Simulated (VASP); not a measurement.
# Sr (Fm-3m) in VASP: a series of runs

Runs on Sr. Level: r2SCAN. Tasks: single point.

All numbers are computed with VASP 6.6.1; they aren't measurements. Logs are shortened: lines on timing, memory, paths and dates and some standing lists are left out, and cuts for length are marked.

## Step 1: The cell of the first run

The structure is cubic, space group Fm-3m (No. 225). The conventional cell has a = 6.104 Å, b = 6.104 Å, c = 6.104 Å, α = 90.00°, β = 90.00°, γ = 90.00°. Sr (site symmetry m-3m) has 12 Sr at 4.32 Å within 5.7 Å.

## Step 2: Single point, r2SCAN

Contents of POSCAR:

```
Sr
1.0
    0.0000000000      3.0521104090      3.0521104090
    3.0521104090      0.0000000000      3.0521104090
    3.0521104090      3.0521104090      0.0000000000
Sr
1
Direct
    0.0000000000      0.0000000000      0.0000000000
```

Contents of INCAR.step1:

```
PREC = Accurate
ENCUT = 520
ISMEAR = -1
SIGMA = 0.1
LREAL = F
LASPH = T
NELM = 100
NBANDS = 11
GGA = PE
ALGO = Normal
EDIFF = 1E-4
LWAVE = T
LCHARG = F
```

Contents of INCAR.step2:

```
PREC = Accurate
ENCUT = 520
EDIFF = 1E-6
ISMEAR = -1
SIGMA = 0.1
LREAL = F
LASPH = T
NELM = 100
ALGO = Normal
ISIF = 2
LWAVE = F
LCHARG = F
METAGGA = R2SCAN
LMIXTAU = T
NBANDS = 11
ISTART = 1
```

Contents of KPOINTS:

```
regular mesh
0
Gamma
  6 6 6
```

Potentials or basis: VASP PAW PBE potentials, release 64 (Sr_sv).

The run is started by

```console
> cat potpaw_PBE.64/Sr_sv/POTCAR > POTCAR
> cp INCAR.step1 INCAR
> mpirun -np 1 vasp_std > vasp.out
> cp INCAR.step2 INCAR
> mpirun -np 1 vasp_std > vasp.out
```

OUTCAR:

```text
PREC = Accurate
   ENCUT = 520
   EDIFF = 1E-6
   ISMEAR = -1
   LREAL = F
   LASPH = T
   NELM = 100
   ISIF = 2
   METAGGA = R2SCAN
   ISTART = 1

 ion  position               nearest neighbor table
   1  0.000  0.000  0.000-

  LATTYP: Found a face centered cubic cell.
 ALAT       =     6.1042208180

  Lattice vectors:

 A1 = (   0.0000000000,   3.0521104090,   3.0521104090)
 A2 = (   3.0521104090,   0.0000000000,   3.0521104090)
 A3 = (   3.0521104090,   3.0521104090,   0.0000000000)

Analysis of symmetry for initial positions (statically):
=====================================================================
 Subroutine PRICEL returns:
 Original cell was already a primitive cell.

 Routine SETGRP: Setting up the symmetry group for a
 face centered cubic supercell.

 Subroutine GETGRP returns: Found 48 space group operations
 (whereof 48 operations were pure point group operations)
 out of a pool of 48 trial point group operations.

The static configuration has the point symmetry O_h .

Analysis of symmetry for dynamics (positions and initial velocities):
=====================================================================
 Subroutine PRICEL returns:
 Original cell was already a primitive cell.

 Routine SETGRP: Setting up the symmetry group for a
 face centered cubic supercell.

 Subroutine GETGRP returns: Found 48 space group operations
 (whereof 48 operations were pure point group operations)
 out of a pool of 48 trial point group operations.

The dynamic configuration has the point symmetry O_h .

 Subroutine INISYM returns: Found 48 space group operations
 (whereof 48 operations are pure point group operations),
 and found     1 'primitive' translations

----------------------------------------------------------------------------------------

                                     Primitive cell

  volume of cell :      56.8631

  direct lattice vectors                    reciprocal lattice vectors
     0.000000000  3.052110409  3.052110409    -0.163821072  0.163821072  0.163821072
     3.052110409  0.000000000  3.052110409     0.163821072 -0.163821072  0.163821072
     3.052110409  3.052110409  0.000000000     0.163821072  0.163821072 -0.163821072

  length of vectors
     4.316335934  4.316335934  4.316335934     0.283746421  0.283746421  0.283746421

  position of ions in fractional coordinates (direct lattice)
[... 70 lines left out ...]
   EDIFFG = 0.1E-04   stopping-criterion for IOM
   NSW    =      0    number of steps for IOM
   IBRION =     -1    ionic relax: 0-MD 1-quasi-New 2-CG
   NFREE  =      0    steps in history (QN), initial steepest desc. (CG)
   ISIF   =      2    stress and relaxation
   ISYM   =      2    0-nonsym 1-usesym 2-fastsym
   POTIM  = 0.5000    time-step for ionic-motion
   TEBEG  =    0.0;   TEEND  =   0.0 temperature during run
   PSTRESS=    0.0 pullay stress
   NELECT =      10.0000    total number of electrons
   NUPDOWN=      -1.0000    fix difference up-down
   EMIN   =  10.00;   EMAX   =-10.00  energy-range for DOS
   EFERMI =   0.00;   METHOD = LEGACY
   ISMEAR =    -1;   SIGMA  =   0.10  broadening in eV -4-tet -1-fermi 0-gaus
   EFERMI_NEDOS =   21; number of points for ismear=-14 and -15
   IALGO  =     38    algorithm
   IMIX   =      4    mixing-type and parameters
     AMIX     =   0.40;   BMIX     =  1.00
     AMIX_MAG =   1.60;   BMIX_MAG =  1.00
  volume/ion in A,a.u.               =      56.86       383.73
  Fermi-wavevector in a.u.,A,eV,Ry     =   0.917201  1.733259 11.446009  0.841258
  Thomas-Fermi vector in A             =   2.042143
   LORBIT       =      0    0 simple, 1 ext, 2 COOP (PROOUT), +10 PAW based schemes
   METAGGA = R2SCAN    functional components
   LHFCALC =     F    Hartree Fock is set to
   AEXX    =    0.0000 exact exchange contribution
   IVDW    =     0    specifies the selected vdW correction
   LEPSILON=     F    determine dielectric tensor
   LRPA    =     F    only Hartree local field effects (RPA)
 non-spin polarized calculation
  energy-cutoff  :      520.00
  volume of cell :       56.86
 maximum number of plane-waves:      1544
   NGX = 17   NGY = 17   NGZ = 17

 number of electron      10.0000000 magnetization

 Free energy of the ion-electron system (eV)
  ---------------------------------------------------
  ext. energy  EPLUGINS =         0.00000000
  ---------------------------------------------------
  free energy    TOTEN  =       -15.10763302 eV

  energy without entropy =      -15.05189296  energy(sigma->0) =      -15.07976299

 E-fermi :   1.4972     XC(G=0):  -7.6839

 val. band max:        1.4914068579   @ k =  -0.3333   0.3333   0.1667
 cond. band min:       1.5549391437   @ k =  -0.3333   0.3333   0.1667
 fundamental gap:      0.0635322859
 Fermi energy:         1.4971856556

 k-point     1 :       0.0000    0.0000    0.0000
  band No.  band energies     occupation
      1     -36.5913      2.00000
      2     -17.8557      2.00000
      3     -17.8557      2.00000
      4     -17.8557      2.00000
      5      -2.2895      2.00000
      6       4.1578      0.00000
      7       4.1578      0.00000
      8       4.1578      0.00000
      9       5.6563      0.00000
     10       5.6563      0.00000
     11       8.9103      0.00000
[... 197 lines left out ...]
 k-point    16 :      -0.3333    0.5000    0.1667
  band No.  band energies     occupation
      1     -36.5740      2.00000
      2     -18.0005      2.00000
      3     -17.9479      2.00000
      4     -17.9228      2.00000
      5       1.3896      1.49160
      6       2.0815      0.00578
      7       2.3046      0.00062
      8       4.5516      0.00000
      9       7.0072      0.00000
     10       7.2232      0.00000
     11       7.2556      0.00000

------------------------ aborting loop because EDIFF is reached ----------------------------------------

  FORCE on cell =-STRESS in cart. coord.  units (eV):
  Direction    XX          YY          ZZ          XY          YZ          ZX
  --------------------------------------------------------------------------------------
  -------------------------------------------------------------------------------------
  Total        0.0081259      0.0081259      0.0081259      0.0000000      0.0000000     -0.0000000
  in kB        0.2289556      0.2289556      0.2289556      0.0000000      0.0000000     -0.0000000
  external PRESSURE =       0.2289556 kB  Pullay stress =       0.0000000 kB

 VOLUME and BASIS-vectors are now :
 -----------------------------------------------------------------------------
  energy-cutoff  :      520.00
  volume of cell :       56.86
      direct lattice vectors                 reciprocal lattice vectors
     0.000000000  3.052110409  3.052110409    -0.163821072  0.163821072  0.163821072
     3.052110409  0.000000000  3.052110409     0.163821072 -0.163821072  0.163821072
     3.052110409  3.052110409  0.000000000     0.163821072  0.163821072 -0.163821072

 POSITION                                       TOTAL-FORCE (eV/Angst)
 -----------------------------------------------------------------------------------
      0.00000      0.00000      0.00000         0.000000      0.000000      0.000000
 -----------------------------------------------------------------------------------
    total drift:                                0.000000     -0.000000     -0.000000

  FREE ENERGIE OF THE ION-ELECTRON SYSTEM (eV)
  ---------------------------------------------------
  free  energy   TOTEN  =       -15.1076330191 eV

  energy  without entropy=      -15.0518929567  energy(sigma->0) =      -15.07976299
```

OSZICAR.step1:

```text
N       E                     dE             d eps       ncg     rms          rms(c)
DAV:   1     0.370737639420E+02    0.37074E+02   -0.46097E+03   352   0.780E+02
DAV:   2     0.123688924160E+00   -0.36950E+02   -0.36151E+02   400   0.149E+02
DAV:   3    -0.156479116250E+01   -0.16885E+01   -0.16748E+01   513   0.240E+01
DAV:   4    -0.163886843090E+01   -0.74077E-01   -0.73897E-01   445   0.469E+00
DAV:   5    -0.164118039457E+01   -0.23120E-02   -0.23119E-02   516   0.624E-01    0.112E+01
DAV:   6    -0.164313818034E+01   -0.19578E-02   -0.70815E-03   413   0.955E-01    0.632E+00
DAV:   7    -0.164451831334E+01   -0.13801E-02   -0.12075E-02   382   0.124E+00    0.299E-01
DAV:   8    -0.164450577812E+01    0.12535E-04   -0.14373E-03   521   0.225E-01    0.722E-02
DAV:   9    -0.164452903592E+01   -0.23258E-04   -0.35959E-05   264   0.442E-02
   1 F= -.16445290E+01 E0= -.16157288E+01  d E =-.576004E-01
```

Run time: 24 s. Hardware: 1 thread of Intel Xeon Platinum 8375C at 2.90GHz (Ice Lake), shared host; peak memory 0.18 GiB.

Results:

* Free energy: -15.1076 eV
* Pressure: 0.0 GPa
* Band gap on the k mesh: zero (band 5 reaches 1.49 eV, above the bottom of band 6 at 1.42 eV)

Caveat: the PAW data sets were made with another functional, which shifts forces and pressure a little.

## Step 3: Single point, r2SCAN

POSCAR is that of step 2.

Changes to INCAR.step1 since step 2:

```diff
@@ -6,3 +6,3 @@
 LASPH = T
-NELM = 100
+NELM = 80
 NBANDS = 11
```

Contents of INCAR.step2:

```
PREC = Accurate
ENCUT = 520
EDIFF = 1E-6
ISMEAR = -1
SIGMA = 0.1
LREAL = F
LASPH = T
NELM = 80
ALGO = Normal
ISIF = 2
LWAVE = F
LCHARG = T
METAGGA = R2SCAN
LMIXTAU = T
LELF = T
LVHAR = T
NBANDS = 11
ISTART = 1
```

Contents of KPOINTS:

```
Automatic mesh
0
Gamma
  7 7 7
```

Potentials or basis: VASP PAW PBE potentials, release 64 (Sr_sv).

The run is started by

```console
> cat potpaw_PBE.64/Sr_sv/POTCAR > POTCAR
> cp INCAR.step1 INCAR
> mpirun -np 1 vasp_std > vasp.out
> cp INCAR.step2 INCAR
> mpirun -np 1 vasp_std > vasp.out
```

Wall time 40 s (1 thread of Intel Xeon Platinum 8375C at 2.90GHz (Ice Lake), shared host); peak memory 0.18 GiB.

It converged, with:

```yaml
Free_energy: -15.1247 eV
Pressure: 0.0 GPa
Band_gap_on_the_k_mesh: zero (band 5 reaches 1.54 eV, above the bottom of band 6 at 1.48 eV)
```

Levels at points of the mesh, in eV from the Fermi level:
```csv
k point,band 3,band 4,band 5,band 6,band 7,band 8
"(0.00, 0.00, 0.00)",-19.34,-19.34,-3.78,2.67,2.67,2.67
```

Caveat: the PAW data sets were made with another functional, which shifts forces and pressure a little.
